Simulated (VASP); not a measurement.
Wanted: the native input for a VASP 6.6.1 run.

| Item | Value |
| --- | --- |
| Task | single point |
| Functional | r2SCAN |
| Potentials or basis | VASP PAW PBE potentials, release 64 (Zn, Se) |
| Cutoff | 520 eV |
| k mesh | 8 × 8 × 8 |
| Occupations | gaussian, width 0.01 eV |
| Spin | no spin polarisation |
| Dipole correction | no |
| Further INCAR settings | ALGO = Normal; EDIFF = 1e-06; NBANDS = 16 |

The system is ZnSe.

```
Zn Se
1.0
     0.00000    2.75042    2.75042
     2.75042    0.00000    2.75042
     2.75042    2.75042    0.00000
Zn Se
1 1
Direct
  0.00000 0.00000 0.00000
  0.75000 0.75000 0.75000
```

One way to write it, as run:

POSCAR

```
ZnSe
1.0
    0.0000000000      2.7504234560      2.7504234560
    2.7504234560      0.0000000000      2.7504234560
    2.7504234560      2.7504234560      0.0000000000
Zn Se
1 1
Direct
    0.0000000000      0.0000000000      0.0000000000
    0.7500000000      0.7500000000      0.7500000000
```

INCAR.step1

```
SYSTEM = ZnSe
ALGO = Normal ; EDIFF = 1E-4
ENCUT = 520 ; GGA = PE
ISMEAR = 0 ; LASPH = .TRUE.
LCHARG = .FALSE. ; LREAL = .FALSE.
LWAVE = .TRUE. ; NBANDS = 16
NELM = 80 ; PREC = Accurate
SIGMA = 0.01
```

INCAR.step2

```
SYSTEM = ZnSe
ALGO = Normal ; EDIFF = 1E-6
ENCUT = 520 ; ISIF = 2
ISMEAR = 0 ; ISTART = 1
LASPH = .TRUE. ; LCHARG = .TRUE.
LELF = .TRUE. ; LMIXTAU = .TRUE.
LREAL = .FALSE. ; LVHAR = .TRUE.
LWAVE = .FALSE. ; METAGGA = R2SCAN
NBANDS = 16 ; NELM = 80
PREC = Accurate ; SIGMA = 0.01
```

KPOINTS

```
k-points
0
G
  8 8 8
  0 0 0
```

Potentials or basis: VASP PAW PBE potentials, release 64 (Zn, Se).

Command:

```sh
$ cat potpaw_PBE.64/Zn/POTCAR potpaw_PBE.64/Se/POTCAR > POTCAR
$ cp INCAR.step1 INCAR
$ mpirun -np 1 vasp_std > vasp.out
$ cp INCAR.step2 INCAR
$ mpirun -np 1 vasp_std > vasp.out
```

It gave:

```
Pressure               : 7.2 GPa
Band gap on the k mesh : 2.27 eV, direct
```

Caveat: the PAW data sets were made with another functional, which shifts forces and pressure a little.

Run time: 85 s on 1 thread of Intel(R) Xeon(R) Platinum 8259CL CPU @ 2.50GHz (Skylake/Cascade Lake) (shared host), peak memory 0.17 GiB.
